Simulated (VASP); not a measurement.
# Cu in VASP: further runs

Runs on Cu. Level: PBEsol. Tasks: single point.

Program: VASP 6.6.1. These are calculated values, not measurements. Logs are shortened: lines on timing, memory, paths and dates and some standing lists are left out, and cuts for length are marked.

## (1) The cell of the first run

The cell holds a slab with vacuum, 5 atoms: a = 2.519 Å, b = 2.519 Å, c = 23.126 Å, α = 90.00°, β = 90.00°, γ = 90.00°.

## (2) Single point, PBEsol

File INCAR:

```
SYSTEM = Cu
PREC = Accurate
ENCUT = 520
EDIFF = 1E-6
ISMEAR = -1
SIGMA = 0.05
LREAL = .FALSE.
LASPH = .TRUE.
NELM = 80
ALGO = Normal
ISIF = 2
LWAVE = .FALSE.
LCHARG = .FALSE.
LDIPOL = .TRUE.
IDIPOL = 3
DIPOL = 0.5 0.5 0.500
GGA = PS
NBANDS = 36
```

File KPOINTS:

```
regular mesh
0
G
  14 14 1
  0 0 0
```

File POSCAR:

```
Cu
1.0
    2.5192775978      0.0000000000      0.0000000000
    0.0000000000      2.5192775978      0.0000000000
    0.0000000000      0.0000000000     23.1256000000
Cu
5
Direct
    0.0000000000      0.0000000000      0.3459371198
    0.5000000000      0.5000000000      0.4229685597
    0.0000000000      0.0000000000      0.5000000000
    0.5000000000      0.5000000000      0.5770314403
    0.0000000000      0.0000000000      0.6540628802
```

Potentials or basis: VASP PAW PBE potentials, release 64 (Cu).

Started as:

```console
$ cat potpaw_PBE.64/Cu/POTCAR > POTCAR
$ mpirun -np 1 vasp_std > vasp.out
```

OUTCAR:

```text
SYSTEM = Cu
   PREC = Accurate
   ENCUT = 520
   EDIFF = 1E-6
   ISMEAR = -1
   LREAL = .FALSE.
   LASPH = .TRUE.
   NELM = 80
   ISIF = 2
   GGA = PS

 ion  position               nearest neighbor table
   1  0.000  0.000  0.346-   2 2.52   2 2.52   2 2.52   2 2.52
   2  0.500  0.500  0.423-   1 2.52   1 2.52   1 2.52   1 2.52   3 2.52   3 2.52   3 2.52   3 2.52

   3  0.000  0.000  0.500-   2 2.52   4 2.52   2 2.52   4 2.52   2 2.52   4 2.52   2 2.52   4 2.52

   4  0.500  0.500  0.577-   5 2.52   5 2.52   5 2.52   5 2.52   3 2.52   3 2.52   3 2.52   3 2.52

   5  0.000  0.000  0.654-   4 2.52   4 2.52   4 2.52   4 2.52

  LATTYP: Found a simple tetragonal cell.
 ALAT       =     2.5192775978
 C/A-ratio  =     9.1794568491

  Lattice vectors:

 A1 = (   2.5192775978,   0.0000000000,   0.0000000000)
 A2 = (   0.0000000000,   2.5192775978,   0.0000000000)
 A3 = (   0.0000000000,   0.0000000000,  23.1256000000)

Analysis of symmetry for initial positions (statically):
=====================================================================
 Subroutine PRICEL returns:
 Original cell was already a primitive cell.

 Routine SETGRP: Setting up the symmetry group for a
 simple tetragonal supercell.

 Subroutine GETGRP returns: Found 16 space group operations
 (whereof 16 operations were pure point group operations)
 out of a pool of 16 trial point group operations.

The static configuration has the point symmetry D_4h.

Analysis of symmetry for dynamics (positions and initial velocities):
=====================================================================
 Subroutine PRICEL returns:
 Original cell was already a primitive cell.

 Routine SETGRP: Setting up the symmetry group for a
 simple tetragonal supercell.

 Subroutine GETGRP returns: Found 16 space group operations
 (whereof 16 operations were pure point group operations)
 out of a pool of 16 trial point group operations.

The dynamic configuration has the point symmetry D_4h.

 Subroutine INISYM returns: Found 16 space group operations
 (whereof 16 operations are pure point group operations),
 and found     1 'primitive' translations

----------------------------------------------------------------------------------------

                                     Primitive cell

  volume of cell :     146.7726

  direct lattice vectors                    reciprocal lattice vectors
     2.519277598  0.000000000  0.000000000     0.396939186  0.000000000  0.000000000
     0.000000000  2.519277598  0.000000000     0.000000000  0.396939186  0.000000000
     0.000000000  0.000000000 23.125600000     0.000000000  0.000000000  0.043242121

  length of vectors
     2.519277598  2.519277598 23.125600000     0.396939186  0.396939186  0.043242121

  position of ions in fractional coordinates (direct lattice)
     0.000000000  0.000000000  0.345937120
     0.500000000  0.500000000  0.422968560
     0.000000000  0.000000000  0.500000000
     0.500000000  0.500000000  0.577031440
     0.000000000  0.000000000  0.654062880

  ion indices of the primitive-cell ions
   primitive index   ion index
                 1           1
                 2           2
                 3           3
                 4           4
                 5           5

----------------------------------------------------------------------------------------

 KPOINTS: regular mesh

Automatic generation of k-mesh.
 Grid dimensions read from file:
 generate k-points for:   14   14    1

 Generating k-lattice:

  Cartesian coordinates                     Fractional coordinates (reciprocal lattice)
     0.028352799  0.000000000  0.000000000     0.071428571  0.000000000  0.000000000
     0.000000000  0.028352799  0.000000000     0.000000000  0.071428571  0.000000000
     0.000000000  0.000000000  0.043242121     0.000000000  0.000000000  1.000000000

  Length of vectors
     0.028352799  0.028352799  0.043242121

  Shift w.r.t. Gamma in fractional coordinates (k-lattice)
     0.000000000  0.000000000  0.000000000

 Subroutine IBZKPT returns following result:
 ===========================================

 Found     36 irreducible k-points:

 Following reciprocal coordinates:
            Coordinates               Weight
  0.000000  0.000000  0.000000      1.000000
  0.071429  0.000000  0.000000      4.000000
  0.142857  0.000000  0.000000      4.000000
  0.214286  0.000000  0.000000      4.000000
  0.285714  0.000000  0.000000      4.000000
  0.357143  0.000000  0.000000      4.000000
[... 16 lines left out ...]
  0.285714  0.214286  0.000000      8.000000
  0.357143  0.214286  0.000000      8.000000
 [... further k-points ...]
   k-points           NKPTS =     36   k-points in BZ     NKDIM =     36   number of bands    NBANDS=     36
   number of dos      NEDOS =    301   number of ions     NIONS =      5
   total plane-waves  NPLWV =  72000
   dimension x,y,z NGX =    20 NGY =   20 NGZ =  180
   dimension x,y,z NGXF=    40 NGYF=   40 NGZF=  360
   ions per type =               5
   NGX,Y,Z   is equivalent  to a cutoff of  13.20, 13.20, 12.94 a.u.
   NGXF,Y,Z  is equivalent  to a cutoff of  26.40, 26.40, 25.88 a.u.
 SYSTEM =  Cu
   PREC   = accura    normal or accurate (medium, high low for compatibility)
   ISTART =      0    job   : 0-new  1-cont  2-samecut
   ICHARG =      2    charge: 1-file 2-atom 10-const
   ISPIN  =      1    spin polarized calculation?
   LNONCOLLINEAR =      F non collinear calculations
   LSORBIT =      F    spin-orbit coupling
   LASPH  =      T    aspherical Exc in radial PAW
   ENCUT  =  520.0 eV  38.22 Ry    6.18 a.u.   4.68  4.68 43.00*2*pi/ulx,y,z
   NELM   =     80;   NELMIN=  2; NELMDL= -5     # of ELM steps
   EDIFF  = 0.1E-05   stopping-criterion for ELM
   LREAL  =      F    real-space projection
   EDIFFG = 0.1E-04   stopping-criterion for IOM
   NSW    =      0    number of steps for IOM
   IBRION =     -1    ionic relax: 0-MD 1-quasi-New 2-CG
   NFREE  =      0    steps in history (QN), initial steepest desc. (CG)
   ISIF   =      2    stress and relaxation
   ISYM   =      2    0-nonsym 1-usesym 2-fastsym
   POTIM  = 0.5000    time-step for ionic-motion
   TEBEG  =    0.0;   TEEND  =   0.0 temperature during run
   PSTRESS=    0.0 pullay stress
   NELECT =      55.0000    total number of electrons
   NUPDOWN=      -1.0000    fix difference up-down
   EMIN   =  10.00;   EMAX   =-10.00  energy-range for DOS
[... 5 lines left out ...]
     AMIX     =   0.40;   BMIX     =  1.00
     AMIX_MAG =   1.60;   BMIX_MAG =  1.00
  volume/ion in A,a.u.               =      29.35       198.09
  Fermi-wavevector in a.u.,A,eV,Ry     =   1.180268  2.230383 18.953365  1.393033
  Thomas-Fermi vector in A             =   2.316564
   LORBIT       =      0    0 simple, 1 ext, 2 COOP (PROOUT), +10 PAW based schemes
   GGA     = PS    functional components
   LHFCALC =     F    Hartree Fock is set to
   AEXX    =    0.0000 exact exchange contribution
   IVDW    =     0    specifies the selected vdW correction
   LEPSILON=     F    determine dielectric tensor
   LRPA    =     F    only Hartree local field effects (RPA)
 non-spin polarized calculation
  energy-cutoff  :      520.00
  volume of cell :      146.77
 maximum number of plane-waves:      4003
 NGX is ok and might be reduce to    20
   NGX =  9   NGY =  9   NGZ = 85

 number of electron      55.0000014 magnetization

 dipolmoment           0.000000      0.000000     -0.000000 electrons x Angstroem

 Free energy of the ion-electron system (eV)
  ---------------------------------------------------
  ext. energy  EPLUGINS =         0.00000000
  ---------------------------------------------------
  free energy    TOTEN  =       -20.11956652 eV

  energy without entropy =      -20.10291138  energy(sigma->0) =      -20.11123895

 E-fermi :   0.2853     XC(G=0):  -5.9022

 val. band max:        0.2674057950   @ k =   0.5000   0.1429   0.0000
 cond. band min:       0.3062764486   @ k =   0.4286   0.3571   0.0000
 fundamental gap:      0.0388706536
 Fermi energy:         0.2852688498

 k-point     1 :       0.0000    0.0000    0.0000
  band No.  band energies     occupation
      1      -9.0258      2.00000
      2      -7.8165      2.00000
      3      -6.1284      2.00000
      4      -4.8395      2.00000
      5      -4.7446      2.00000
      6      -4.2599      2.00000
[... 28 lines left out ...]
     35       7.2224      0.00000
     36       8.1052      0.00000

 k-point     2 :       0.0714    0.0000    0.0000
  band No.  band energies     occupation
      1      -8.8998      2.00000
      2      -7.6971      2.00000
      3      -6.0228      2.00000
      4      -4.7532      2.00000
      5      -4.6773      2.00000
      6      -4.2257      2.00000
[... 28 lines left out ...]
     35       7.3450      0.00000
     36       8.2025      0.00000

 k-point     3 :       0.1429    0.0000    0.0000
  band No.  band energies     occupation
      1      -8.5273      2.00000
      2      -7.3482      2.00000
      3      -5.7269      2.00000
      4      -4.5247      2.00000
      5      -4.4917      2.00000
      6      -4.1267      2.00000
[... 28 lines left out ...]
     35       7.7128      0.00000
     36       8.4901      0.00000
[... 742 lines left out ...]
 k-point    23 :       0.2857    0.2143    0.0000
  band No.  band energies     occupation
      1      -6.2033      2.00000
      2      -5.2731      2.00000
      3      -4.3029      2.00000
      4      -3.8709      2.00000
      5      -3.7212      2.00000
      6      -3.5712      2.00000
[... 28 lines left out ...]
     35       8.1684      0.00000
     36       8.5896      0.00000

 k-point    24 :       0.3571    0.2143    0.0000
  band No.  band energies     occupation
      1      -5.4626      2.00000
      2      -4.7572      2.00000
      3      -4.2071      2.00000
      4      -3.8899      2.00000
      5      -3.8778      2.00000
      6      -3.6327      2.00000
[... 28 lines left out ...]
     35       8.6489      0.00000
     36       9.1336      0.00000

 [... further k-points ...]

------------------------ aborting loop because EDIFF is reached ----------------------------------------

 vacuum level on the upper side and lower side of the slab       (xc-potential included)        -0.215        -0.215

  FORCE on cell =-STRESS in cart. coord.  units (eV):
  Direction    XX          YY          ZZ          XY          YZ          ZX
  --------------------------------------------------------------------------------------
  -------------------------------------------------------------------------------------
  Total       -1.5956882     -1.5956882     -0.6099788      0.0000000     -0.0000000      0.0000000
  in kB      -17.4186122    -17.4186122     -6.6585596      0.0000000     -0.0000000      0.0000000
  external PRESSURE =     -13.8319280 kB  Pullay stress =       0.0000000 kB

 VOLUME and BASIS-vectors are now :
 -----------------------------------------------------------------------------
  energy-cutoff  :      520.00
  volume of cell :      146.77
      direct lattice vectors                 reciprocal lattice vectors
     2.519277598  0.000000000  0.000000000     0.396939186  0.000000000  0.000000000
     0.000000000  2.519277598  0.000000000     0.000000000  0.396939186  0.000000000
     0.000000000  0.000000000 23.125600000     0.000000000  0.000000000  0.043242121

 POSITION                                       TOTAL-FORCE (eV/Angst)
 -----------------------------------------------------------------------------------
      0.00000      0.00000      8.00000         0.000000      0.000000      0.207421
      1.25964      1.25964      9.78140         0.000000      0.000000     -0.254294
      0.00000      0.00000     11.56280         0.000000      0.000000      0.000000
      1.25964      1.25964     13.34420         0.000000      0.000000      0.254294
      0.00000      0.00000     15.12560         0.000000      0.000000     -0.207421
 -----------------------------------------------------------------------------------
    total drift:                               -0.000000      0.000000     -0.000000

  FREE ENERGIE OF THE ION-ELECTRON SYSTEM (eV)
  ---------------------------------------------------
  free  energy   TOTEN  =       -20.1195665192 eV

  energy  without entropy=      -20.1029113823  energy(sigma->0) =      -20.11123895

 vacuum level on the upper side and lower side of the slab         4.738         4.738
```

Run time: 4.5 min. Hardware: 1 thread of Intel Xeon 6975P-C, shared host; peak memory 0.33 GiB.

What came out:

```
Free energy   : -20.1196 eV
Largest force : 0.254 eV/Å
```

Forces in eV/Å, atoms in the order of the input:
```
Cu   0.000  0.000  0.207
Cu   0.000  0.000 -0.254
Cu   0.000  0.000  0.000
Cu   0.000  0.000  0.254
Cu   0.000  0.000 -0.207
```

Caveat: the PAW data sets were made with another functional, which shifts forces and pressure a little.

## (3) Single point, PBEsol

File INCAR:

```
  ALGO = Normal
  DIPOL = 0.5 0.5 0.500
  EDIFF = 1E-7
  ENCUT = 520
  GGA = PS
  IDIPOL = 3
  ISIF = 2
  ISMEAR = -1
  LASPH = True
  LCHARG = False
  LDIPOL = True
  LREAL = False
  LWAVE = False
  NBANDS = 36
  NELM = 80
  PREC = Accurate
  SIGMA = 0.05
```

File KPOINTS:

```
k-points
0
Gamma
  14 14 1
```

POSCAR is that of step 2.

Potentials or basis: VASP PAW PBE potentials, release 64 (Cu).

Started as:

```console
$ cat potpaw_PBE.64/Cu/POTCAR > POTCAR
$ mpirun -np 1 vasp_std > vasp.out
```

Wall time 5.2 min (1 thread of Intel Xeon 6975P-C, shared host); peak memory 0.33 GiB.

Results (log left out):

```
Free energy   : -20.1196 eV
Largest force : 0.254 eV/Å
```

Forces on the atoms (eV/Å):
```
Cu   0.000  0.000  0.207
Cu   0.000  0.000 -0.254
Cu   0.000  0.000  0.000
Cu   0.000  0.000  0.254
Cu   0.000  0.000 -0.207
```

Levels at points of the mesh, in eV from the Fermi level:
```
           k point  band 26  band 27  band 28  band 29  band 30  band 31
(0.00, 0.00, 0.00)    -1.51    -1.51    -1.51    -1.50    -0.19     1.10
(0.50, 0.00, 0.00)    -0.66    -0.43    -0.25    -0.08    -0.08     3.26
(0.50, 0.50, 0.00)     2.19     2.19     3.95     3.95     6.20     6.20
```

Caveat: the PAW data sets were made with another functional, which shifts forces and pressure a little.

## (4) Single point, PBEsol

File INCAR:

```
PREC = Accurate
ENCUT = 520
EDIFF = 1E-6
ISMEAR = -1
SIGMA = 0.05
LREAL = F
LASPH = T
NELM = 80
ALGO = Normal
ISIF = 2
LWAVE = F
LCHARG = T
LDIPOL = T
IDIPOL = 3
DIPOL = 0.5 0.5 0.500
GGA = PS
LELF = T
LVHAR = T
LVACPOTAV = T
NBANDS = 36
```

File KPOINTS:

```
regular mesh
0
Gamma
  14 14 1
```

File POSCAR:

```
Cu
1.0
    2.5192775978      0.0000000000      0.0000000000
    0.0000000000      2.5192775978      0.0000000000
    0.0000000000      0.0000000000     23.1256000000
Cu
5
Direct
    0.0000000000      0.0000000000      0.3480514485
    0.5000000000      0.5000000000      0.4226331525
    0.0000000000      0.0000000000      0.5000000554
    0.5000000000      0.5000000000      0.5773668408
    0.0000000000      0.0000000000      0.6519485028
```

Potentials or basis: VASP PAW PBE potentials, release 64 (Cu).

Started as:

```console
$ cat potpaw_PBE.64/Cu/POTCAR > POTCAR
$ mpirun -np 1 vasp_std > vasp.out
```

OUTCAR:

```text
PREC = Accurate
   ENCUT = 520
   EDIFF = 1E-6
   ISMEAR = -1
   LREAL = F
   LASPH = T
   NELM = 80
   ISIF = 2
   GGA = PS

 ion  position               nearest neighbor table
   1  0.000  0.000  0.348-   2 2.48   2 2.48   2 2.48   2 2.48
   2  0.500  0.500  0.423-   1 2.48   1 2.48   1 2.48   1 2.48   3 2.52   3 2.52   3 2.52   3 2.52

   3  0.000  0.000  0.500-   4 2.52   4 2.52   4 2.52   4 2.52   2 2.52   2 2.52   2 2.52   2 2.52

   4  0.500  0.500  0.577-   5 2.48   5 2.48   5 2.48   5 2.48   3 2.52   3 2.52   3 2.52   3 2.52

   5  0.000  0.000  0.652-   4 2.48   4 2.48   4 2.48   4 2.48
[... 1145 lines left out ...]
  -------------------------------------------------------------------------------------
  Total       -0.9621509     -0.9621509      0.1196823      0.0000000      0.0000000      0.0000000
  in kB      -10.5028872    -10.5028872      1.3064582      0.0000000      0.0000000      0.0000000
  external PRESSURE =      -6.5664388 kB  Pullay stress =       0.0000000 kB

 VOLUME and BASIS-vectors are now :
 -----------------------------------------------------------------------------
  energy-cutoff  :      520.00
  volume of cell :      146.77
      direct lattice vectors                 reciprocal lattice vectors
     2.519277598  0.000000000  0.000000000     0.396939186  0.000000000  0.000000000
     0.000000000  2.519277598  0.000000000     0.000000000  0.396939186  0.000000000
     0.000000000  0.000000000 23.125600000     0.000000000  0.000000000  0.043242121

 POSITION                                       TOTAL-FORCE (eV/Angst)
 -----------------------------------------------------------------------------------
      0.00000      0.00000      8.04890         0.000000     -0.000000     -0.025449
      1.25964      1.25964      9.77365         0.000000      0.000000      0.013506
      0.00000      0.00000     11.56280         0.000000      0.000000      0.000000
      1.25964      1.25964     13.35195        -0.000000      0.000000     -0.013506
      0.00000      0.00000     15.07670        -0.000000      0.000000      0.025449
 -----------------------------------------------------------------------------------
    total drift:                               -0.000000      0.000000     -0.000050

  FREE ENERGIE OF THE ION-ELECTRON SYSTEM (eV)
  ---------------------------------------------------
  free  energy   TOTEN  =       -20.1306484979 eV

  energy  without entropy=      -20.1148095871  energy(sigma->0) =      -20.12272904

 vacuum level on the upper side and lower side of the slab         4.872         4.872
```

OSZICAR:

```text
N       E                     dE             d eps       ncg     rms          rms(c)
DAV:   1     0.470227521820E+03    0.47023E+03   -0.24112E+04  2592   0.199E+03
DAV:   2     0.207675926352E+02   -0.44946E+03   -0.43440E+03  2592   0.387E+02
DAV:   3    -0.236081378895E+02   -0.44376E+02   -0.42305E+02  2760   0.176E+02
[... 16 lines left out ...]
DAV:  20    -0.201306309399E+02   -0.69293E-05   -0.78844E-07  2048   0.187E-02    0.119E-03
DAV:  21    -0.201306384872E+02   -0.75473E-05   -0.76748E-07  1900   0.789E-03    0.853E-04
DAV:  22    -0.201306463147E+02   -0.78275E-05   -0.55745E-07  1808   0.166E-02    0.147E-03
DAV:  23    -0.201306478492E+02   -0.15345E-05   -0.16777E-07  1804   0.128E-02    0.278E-04
DAV:  24    -0.201306484979E+02   -0.64869E-06   -0.62160E-08  1708   0.266E-03
   1 F= -.20130648E+02 E0= -.20122729E+02  d E =-.158389E-01
```

stdout:

```text
POSCAR found type information on POSCAR Cu
 POSCAR found :  1 types and       5 ions
 scaLAPACK will be used
 -----------------------------------------------------------------------------
|                                                                             |
[... 23 lines left out ...]
|     field-free region was found. Please increase the size of  your cell     |
|     in the dimension of the dipole correction to obtain accurate            |
|     workfunction values.                                                    |
|                                                                             |
 -----------------------------------------------------------------------------
```

Wall time 4.6 min (1 thread of Intel Xeon 6975P-C, shared host); peak memory 0.33 GiB.

What came out:

* Free energy: -20.1306 eV
* Largest force: 0.025 eV/Å

Forces on the atoms (eV/Å):
```
Cu   0.000  0.000 -0.025
Cu   0.000  0.000  0.014
Cu   0.000  0.000  0.000
Cu   0.000  0.000 -0.014
Cu   0.000  0.000  0.025
```

Caveat: the PAW data sets were made with another functional, which shifts forces and pressure a little.
